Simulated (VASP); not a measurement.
# Rb2Hg (Fm-3m) in VASP: a series of runs, part 2 of 2

VASP 6.6.1. Earlier steps stand in the parts before.

## (3) Relaxation of cell and atoms, PBE

This run uses another cell than the first one, of 56.88 Å³/atom.

Input file INCAR:

```
SYSTEM = Rb2Hg
  PREC = Accurate
  ENCUT = 600
  EDIFF = 1E-6
  ISMEAR = 0
  SIGMA = 0.1
  LREAL = .False.
  LASPH = .True.
  NELM = 100
  ALGO = Normal
  ISIF = 3
  LWAVE = .False.
  LCHARG = .False.
  GGA = PE
  IBRION = 2
  NSW = 100
  EDIFFG = -0.01
```

Input file KPOINTS:

```
Automatic mesh
0
Gamma
  10 10 10
  0 0 0
```

Input file POSCAR:

```
Rb2Hg
1.0
    0.0000000000      4.4023774160      4.4023774160
    4.4023774160      0.0000000000      4.4023774160
    4.4023774160      4.4023774160      0.0000000000
Rb Hg
2 1
Direct
    0.2500000000      0.2500000000      0.2500000000
    0.7500000000      0.7500000000      0.7500000000
    0.5000000000      0.5000000000      0.5000000000
```

Potentials or basis: VASP PAW PBE potentials, release 64 (Rb_sv, Hg).

Command:

```sh
$ cat potpaw_PBE.64/Rb_sv/POTCAR potpaw_PBE.64/Hg/POTCAR > POTCAR
$ mpirun -np 1 vasp_std > vasp.out
```

OUTCAR:

```text
SYSTEM = Rb2Hg
   PREC = Accurate
   ENCUT = 600
   EDIFF = 1E-6
   ISMEAR = 0
   LREAL = .False.
   LASPH = .True.
   NELM = 100
   ISIF = 3
   GGA = PE
   IBRION = 2
   NSW = 100
   EDIFFG = -0.01

 ion  position               nearest neighbor table
   1  0.250  0.250  0.250-   3 3.81   3 3.81   3 3.81   3 3.81   2 4.40   2 4.40   2 4.40   2 4.40
                             2 4.40   2 4.40
   2  0.750  0.750  0.750-   3 3.81   3 3.81   3 3.81   3 3.81   1 4.40   1 4.40   1 4.40   1 4.40
                             1 4.40   1 4.40
   3  0.500  0.500  0.500-   1 3.81   1 3.81   1 3.81   1 3.81   2 3.81   2 3.81   2 3.81   2 3.81

  LATTYP: Found a face centered cubic cell.
 ALAT       =     8.8047548320

  Lattice vectors:

 A1 = (   0.0000000000,   4.4023774160,   4.4023774160)
 A2 = (   4.4023774160,   0.0000000000,   4.4023774160)
 A3 = (   4.4023774160,   4.4023774160,   0.0000000000)

Analysis of symmetry for initial positions (statically):
=====================================================================
 Subroutine PRICEL returns:
 Original cell was already a primitive cell.

 Routine SETGRP: Setting up the symmetry group for a
 face centered cubic supercell.

 Subroutine GETGRP returns: Found 48 space group operations
 (whereof 48 operations were pure point group operations)
[... 175 lines left out ...]
  -------------------------------------------------------------------------------------
  Total        0.3023515      0.3023515      0.3023515     -0.0000000      0.0000000     -0.0000000
  in kB        2.8387747      2.8387747      2.8387747     -0.0000000      0.0000000     -0.0000000
  external PRESSURE =       2.8387747 kB  Pullay stress =       0.0000000 kB
[... 98 lines left out ...]
--------------------------------------- Ionic step        4  -------------------------------------------

 number of electron      30.0000001 magnetization

 Free energy of the ion-electron system (eV)
  ---------------------------------------------------
  ext. energy  EPLUGINS =         0.00000000
  ---------------------------------------------------
  free energy    TOTEN  =        -2.47841338 eV

  energy without entropy =       -2.47366227  energy(sigma->0) =       -2.47603783

 E-fermi :   0.4230     XC(G=0):  -6.5011

 val. band max:        0.4127087828   @ k =  -0.3000   0.4000   0.1000
 cond. band min:       0.4287865025   @ k =  -0.1000   0.1000   0.0000
 fundamental gap:      0.0160777197
 Fermi energy:         0.4230071483

 k-point     1 :       0.0000    0.0000    0.0000
  band No.  band energies     occupation
      1     -28.0721      2.00000
      2     -28.0519      2.00000
      3     -12.2287      2.00000
      4     -12.2287      2.00000
      5     -12.2287      2.00000
      6     -12.1020      2.00000
[... 505 lines left out ...]
      6     -12.1056      2.00000
[... 11 lines left out ...]
     18       1.9547      0.00000
     19       3.1195      0.00000

 [... further k-points ...]

------------------------ aborting loop because EDIFF is reached ----------------------------------------

  FORCE on cell =-STRESS in cart. coord.  units (eV):
  Direction    XX          YY          ZZ          XY          YZ          ZX
  --------------------------------------------------------------------------------------
  -------------------------------------------------------------------------------------
  Total        0.0074122      0.0074122      0.0074122      0.0000000     -0.0000000      0.0000000
  in kB        0.0662063      0.0662063      0.0662063      0.0000000     -0.0000000      0.0000000
  external PRESSURE =       0.0662063 kB  Pullay stress =       0.0000000 kB
[... 18 lines left out ...]
  FREE ENERGIE OF THE ION-ELECTRON SYSTEM (eV)
  ---------------------------------------------------
  free  energy   TOTEN  =        -2.4784133805 eV

  energy  without entropy=       -2.4736622738  energy(sigma->0) =       -2.47603783

 reached required accuracy - stopping structural energy minimisation
```

OSZICAR:

```text
N       E                     dE             d eps       ncg     rms          rms(c)
DAV:   1     0.228113236990E+03    0.22811E+03   -0.13727E+04  1786   0.146E+03
[... 33 lines left out ...]
DAV:   2    -0.248285346251E+01    0.26640E-01   -0.85882E-02  1918   0.210E+00    0.357E-01
DAV:   3    -0.247887071796E+01    0.39827E-02   -0.85099E-03  1891   0.613E-01    0.261E-01
DAV:   4    -0.247839981991E+01    0.47090E-03   -0.35717E-03  2873   0.265E-01    0.544E-02
DAV:   5    -0.247840896717E+01   -0.91473E-05   -0.10733E-04  2245   0.520E-02    0.470E-02
DAV:   6    -0.247841406745E+01   -0.51003E-05   -0.46065E-05  2346   0.527E-02    0.129E-02
DAV:   7    -0.247841263431E+01    0.14331E-05   -0.26700E-06  1381   0.103E-02    0.720E-03
DAV:   8    -0.247841338052E+01   -0.74621E-06   -0.93905E-07  1019   0.680E-03
   4 F= -.24784134E+01 E0= -.24760378E+01  d E =-.775446E-02
```

It took 4.8 min on 1 thread of Intel Xeon 6975P-C (Granite Rapids), shared host; peak memory 0.49 GiB.

What came out:

```
Free energy                           : -2.4784 eV
Relaxed volume                        : 59.79 Å³/atom
Relaxed cell                          : a = 6.330 Å, b = 6.330 Å, c = 6.330 Å, α = 60.00°, β = 60.00°, γ = 60.00°
Space group after relaxing (to 0.1 Å) : Fm-3m (No. 225)
Energy gained by relaxing             : 2.6 meV/atom
Ionic steps                           : 4
Pressure after relaxing               : 0.0 GPa
Band gap on the k mesh                : zero (bands 15 and 16 overlap by 0.81 eV)
```

Step by step:
```csv
step,energy change (eV),largest force (eV/Å),pressure (GPa),volume (Å³)
1,0.0000,0.0000,0.28,170.64
2,-0.0038,0.0000,0.20,173.15
3,-0.0073,0.0000,0.06,177.42
4,-0.0078,0.0000,0.01,179.37
```

Final structure:
```
CELL_PARAMETERS angstrom
0.00000 4.47621 4.47621
4.47621 0.00000 4.47621
4.47621 4.47621 0.00000
ATOMIC_POSITIONS crystal
Rb 0.25000 0.25000 0.25000
Rb 0.75000 0.75000 0.75000
Hg 0.50000 0.50000 0.50000
```

Levels at points of the mesh, in eV from the Fermi level:
| k point | band 12 | band 13 | band 14 | band 15 | band 16 | band 17 | band 18 | band 19 |
| --- | --- | --- | --- | --- | --- | --- | --- | --- |
| (0.00, 0.00, 0.00) | -7.17 | -7.17 | -4.88 | 0.80 | 0.80 | 0.80 | 0.85 | 2.77 |
| (0.50, 0.00, 0.00) | -7.17 | -7.17 | -4.51 | -0.65 | 1.09 | 1.09 | 2.25 | 2.87 |
| (0.50, 0.50, 0.00) | -7.17 | -7.17 | -4.41 | -0.66 | 1.03 | 1.07 | 1.07 | 2.21 |

Caveat: spin-orbit coupling is left out, which moves the levels of the heavy elements.

## (4) Single point, PBEsol

Input file INCAR:

```
ALGO     = Fast           # electronic algorithm
EDIFF    = 1E-7           # SCF threshold, eV
ENCUT    = 520            # plane-wave cutoff, eV
GGA      = PS             # functional
ISIF     = 2              # what is computed and relaxed
ISMEAR   = 0              # smearing method
LASPH    = True           # aspherical terms in the spheres
LCHARG   = False          # write CHGCAR
LREAL    = False          # projectors in reciprocal space
LWAVE    = False          # write WAVECAR
NBANDS   = 22             # bands
NELM     = 100            # most SCF steps
PREC     = Accurate       # precision mode
SIGMA    = 0.1            # smearing width, eV
```

Input file KPOINTS:

```
k-points
0
Gamma
  10 10 10
```

Input file POSCAR:

```
Rb2Hg
1.0
    0.0000000000      4.4733197388      4.4733197388
    4.4733197388      0.0000000000      4.4733197388
    4.4733197388      4.4733197388      0.0000000000
Rb Hg
2 1
Direct
    0.2500000000      0.2500000000      0.2500000000
    0.7500000000      0.7500000000      0.7500000000
    0.5000000000      0.5000000000      0.5000000000
```

Potentials or basis: VASP PAW PBE potentials, release 64 (Rb_sv, Hg).

Command:

```sh
$ cat potpaw_PBE.64/Rb_sv/POTCAR potpaw_PBE.64/Hg/POTCAR > POTCAR
$ mpirun -np 1 vasp_std > vasp.out
```

OUTCAR:

```text
EDIFF = 1E-7
   ENCUT = 520
   GGA = PS
   ISIF = 2
   ISMEAR = 0
   LASPH = True
   LREAL = False
   NELM = 100
   PREC = Accurate

 ion  position               nearest neighbor table
   1  0.250  0.250  0.250-   3 3.87   3 3.87   3 3.87   3 3.87   2 4.47   2 4.47   2 4.47   2 4.47
                             2 4.47   2 4.47
   2  0.750  0.750  0.750-   3 3.87   3 3.87   3 3.87   3 3.87   1 4.47   1 4.47   1 4.47   1 4.47
[... 799 lines left out ...]

  FORCE on cell =-STRESS in cart. coord.  units (eV):
  Direction    XX          YY          ZZ          XY          YZ          ZX
  --------------------------------------------------------------------------------------
  -------------------------------------------------------------------------------------
  Total       -0.5573668     -0.5573668     -0.5573668     -0.0000000      0.0000000      0.0000000
  in kB       -4.9880620     -4.9880620     -4.9880620     -0.0000000      0.0000000      0.0000000
  external PRESSURE =      -4.9880620 kB  Pullay stress =       0.0000000 kB

 VOLUME and BASIS-vectors are now :
 -----------------------------------------------------------------------------
  energy-cutoff  :      520.00
  volume of cell :      179.03
      direct lattice vectors                 reciprocal lattice vectors
     0.000000000  4.473319739  4.473319739    -0.111773812  0.111773812  0.111773812
     4.473319739  0.000000000  4.473319739     0.111773812 -0.111773812  0.111773812
     4.473319739  4.473319739  0.000000000     0.111773812  0.111773812 -0.111773812

 POSITION                                       TOTAL-FORCE (eV/Angst)
 -----------------------------------------------------------------------------------
      2.23666      2.23666      2.23666        -0.000000     -0.000000     -0.000000
      6.70998      6.70998      6.70998         0.000000      0.000000      0.000000
      4.47332      4.47332      4.47332         0.000000      0.000000     -0.000000
 -----------------------------------------------------------------------------------
    total drift:                               -0.000000     -0.000000     -0.000000

  FREE ENERGIE OF THE ION-ELECTRON SYSTEM (eV)
  ---------------------------------------------------
  free  energy   TOTEN  =        -2.8762621411 eV

  energy  without entropy=       -2.8713632051  energy(sigma->0) =       -2.87381267
```

OSZICAR:

```text
N       E                     dE             d eps       ncg     rms          rms(c)
DAV:   1     0.200911361131E+03    0.20091E+03   -0.12467E+04  2068   0.112E+03
DAV:   2     0.139546648877E+02   -0.18696E+03   -0.17984E+03  2564   0.254E+02
DAV:   3    -0.174688093517E+01   -0.15702E+02   -0.15630E+02  2848   0.709E+01
DAV:   4    -0.289246044109E+01   -0.11456E+01   -0.11433E+01  3430   0.127E+01
DAV:   5    -0.290860213125E+01   -0.16142E-01   -0.16139E-01  2644   0.146E+00    0.223E+00
RMM:   6    -0.287696159829E+01    0.31641E-01   -0.10696E-01  2161   0.188E+00    0.121E+00
RMM:   7    -0.287576201350E+01    0.11996E-02   -0.27752E-02  2487   0.769E-01    0.637E-01
RMM:   8    -0.287614715059E+01   -0.38514E-03   -0.59971E-03  2575   0.504E-01    0.158E-01
RMM:   9    -0.287626629699E+01   -0.11915E-03   -0.25507E-03  2879   0.278E-01    0.818E-02
RMM:  10    -0.287624703171E+01    0.19265E-04   -0.36381E-04  2725   0.117E-01    0.221E-02
RMM:  11    -0.287625592528E+01   -0.88936E-05   -0.11136E-04  3138   0.450E-02    0.875E-03
RMM:  12    -0.287625960097E+01   -0.36757E-05   -0.33109E-05  3588   0.210E-02    0.178E-03
RMM:  13    -0.287626103248E+01   -0.14315E-05   -0.12172E-05  3643   0.114E-02    0.229E-03
RMM:  14    -0.287626158781E+01   -0.55533E-06   -0.45940E-06  3260   0.718E-03    0.202E-03
RMM:  15    -0.287626219240E+01   -0.60458E-06   -0.23465E-06  3173   0.731E-03    0.299E-03
RMM:  16    -0.287626205632E+01    0.13608E-06   -0.13201E-06  2897   0.586E-03    0.450E-04
RMM:  17    -0.287626214107E+01   -0.84751E-07   -0.62604E-07  2418   0.289E-03
   1 F= -.28762621E+01 E0= -.28738127E+01  d E =-.489894E-02
```

stdout:

```text
POSCAR found type information on POSCAR RbHg
 POSCAR found :  2 types and       3 ions
 scaLAPACK will be used
 -----------------------------------------------------------------------------
|                                                                             |
|                                                                             |
|     You enforced a specific xc type in the INCAR file but a different       |
|     I HOPE YOU KNOW WHAT YOU ARE DOING!                                     |
|                                                                             |
 -----------------------------------------------------------------------------

 LDA part: xc-table for (Slater+PW92), standard interpolation
 POSCAR, INCAR and KPOINTS ok, starting setup
 FFT: planning ... GRIDC
 FFT: planning ... GRID_SOFT
 FFT: planning ... GRID
 WAVECAR not read
 entering main loop
WARNING in EDDRMM: call to ZHEGV failed, returncode =   8  4     18
WARNING in EDDRMM: call to ZHEGV failed, returncode =   6  3     18
WARNING in EDDRMM: call to ZHEGV failed, returncode =   6  3     19
WARNING in EDDRMM: call to ZHEGV failed, returncode =   6  3     18
WARNING in EDDRMM: call to ZHEGV failed, returncode =   8  4     19
 num prob WARNING in EDDRMM: call to ZHEGV failed, returncode =   6  3     19
WARNING in EDDRMM: call to ZHEGV failed, returncode =   8  4     20
 num prob  num prob  num prob  num prob  num prob  num prob  num prob  num prob  num prob  num prob  num prob WARNING in EDDRMM: call to ZHEGV failed, returncode =   8  4     14
 num prob  num prob  num prob  num prob  num prob  num prob  num prob  num prob  num prob  num prob  num prob  num prob  num prob  num prob  num prob RMM:  17    -0.287626214107E+01   -0.84751E-07   -0.62604E-07  2418   0.289E-03
```

Run time: 3.5 min. Hardware: 1 thread of AMD EPYC 9R45 (Zen 5), shared host; peak memory 0.4 GiB.

What came out:

| Quantity | Value |
| --- | --- |
| Free energy | -2.8763 eV |
| Pressure | -0.5 GPa |
| Band gap on the k mesh | zero (bands 15 and 16 overlap by 0.81 eV) |

Levels at points of the mesh, in eV from the Fermi level:
```tsv
k point	band 11	band 12	band 13	band 14	band 15	band 16	band 17	band 18	band 19	band 20
(0.00, 0.00, 0.00)	-7.13	-7.12	-7.12	-4.88	0.80	0.80	0.80	0.88	2.78	2.78
(0.50, 0.00, 0.00)	-7.14	-7.12	-7.12	-4.51	-0.65	1.08	1.08	2.26	2.89	2.89
(0.50, 0.50, 0.00)	-7.14	-7.12	-7.12	-4.40	-0.67	1.07	1.07	1.07	2.22	3.31
```

Caveat: the PAW data sets were made with another functional, which shifts forces and pressure a little; spin-orbit coupling is left out, which moves the levels of the heavy elements.

## (5) Single point, r2SCAN

POSCAR is that of step 4.

Input file INCAR.step1:

```
  PREC = Accurate
  ENCUT = 520
  ISMEAR = 0
  SIGMA = 0.1
  LREAL = F
  LASPH = T
  NELM = 80
  NBANDS = 22
  GGA = PE
  ALGO = Normal
  EDIFF = 1E-4
  LWAVE = T
  LCHARG = F
```

Input file INCAR.step2:

```
  PREC = Accurate
  ENCUT = 520
  EDIFF = 1E-6
  ISMEAR = 0
  SIGMA = 0.1
  LREAL = F
  LASPH = T
  NELM = 80
  ALGO = Normal
  ISIF = 2
  LWAVE = F
  LCHARG = F
  METAGGA = R2SCAN
  LMIXTAU = T
  NBANDS = 22
  ISTART = 1
```

Input file KPOINTS:

```
Automatic mesh
0
Gamma
  10 10 10
```

Command:

```sh
$ cat potpaw_PBE.64/Rb_sv/POTCAR potpaw_PBE.64/Hg/POTCAR > POTCAR
$ cp INCAR.step1 INCAR
$ mpirun -np 1 vasp_std > vasp.out
$ cp INCAR.step2 INCAR
$ mpirun -np 1 vasp_std > vasp.out
```

Run time: 8.6 min. Hardware: 1 thread of AMD EPYC 9R45 (Zen 5), shared host; peak memory 0.45 GiB.

It converged, with:

```
Free energy            : -77.5697 eV
Pressure               : -0.3 GPa
Band gap on the k mesh : zero (bands 15 and 16 overlap by 0.80 eV)
```

Levels at points of the mesh, in eV from the Fermi level:
```csv
k point,band 13,band 14,band 15,band 16,band 17,band 18
"(0.00, 0.00, 0.00)",-7.66,-5.23,0.77,0.77,0.77,0.89
"(0.50, 0.00, 0.00)",-7.66,-4.88,-0.71,1.06,1.06,2.56
"(0.50, 0.50, 0.00)",-7.66,-4.78,-0.61,0.96,1.04,1.04
```

Caveat: the PAW data sets were made with another functional, which shifts forces and pressure a little; spin-orbit coupling is left out, which moves the levels of the heavy elements.

## (6) The runs side by side

```tsv
task	level	cell	cutoff (eV)	gap on the mesh (eV)	pressure (GPa)
single point	PBE	a = 6.326 Å, angles 60.0°, 3 atoms	520	none	0.0
relaxation of cell and atoms	PBE	relaxed from a = 6.226 Å, angles 60.0°, 3 atoms	600	none	0.0
single point	PBEsol	a = 6.326 Å, angles 60.0°, 3 atoms	520	none	-0.5
single point	r2SCAN	a = 6.326 Å, angles 60.0°, 3 atoms	520	none	-0.3
```

Alike in all rows: potentials or basis VASP PAW PBE potentials, release 64 (Rb_sv, Hg); no spin polarisation; k mesh 10 × 10 × 10; smearing gaussian 0.1 eV.

The pressure there spans -0.5 GPa (PBEsol) to 0.0 GPa (PBE); a positive pressure means that this level wants a larger cell, a negative one a smaller.

Caveats: spin-orbit coupling is left out, which moves the levels of the heavy elements; the PAW data sets were made with another functional, which shifts forces and pressure a little (at least some runs).

Total energies depend on the potentials used, so only differences within one code and one set of settings carry meaning.
